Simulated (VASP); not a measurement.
ZrC:

```
Zr C
1.0
     3.39148    0.00000    0.00000
    -1.69574    2.93710    0.00000
     0.00000    0.00000    5.29005
Zr C
2 2
Direct
  0.66667 0.33333 0.75000
  0.33333 0.66667 0.25000
  0.00000 0.00000 0.50000
  0.00000 0.00000 0.00000
```

Program: VASP 6.6.1. Alike in all runs: potentials or basis VASP PAW PBE potentials, release 64 (Zr_sv, C); no spin polarisation; cell as given; cutoff (eV) 520. Hardware: 1 thread of Intel Xeon 6975P-C, on a shared host.

Q: Order these runs on this cell by their wall time, lowest first.
A. task single point; level PBEsol+U; U Zr d U = 3.0 eV; k mesh 9 × 9 × 5; smearing fermi-dirac 0.05 eV
B. task single point; level PBEsol; k mesh 5 × 5 × 3; smearing fermi-dirac 0.03 eV
C. task density of states; level PBEsol; k mesh 9 × 9 × 5; smearing fermi-dirac 0.05 eV; k mesh for the DOS 14 × 14 × 8; occupations for the DOS tetrahedron

A: B (18 s), A (42 s), C (130 s).

Caveats: some runs use coarse meshes; U without spin polarisation on a metal has little footing (some runs); the U is typed as a test and isn't derived for this compound (some runs).
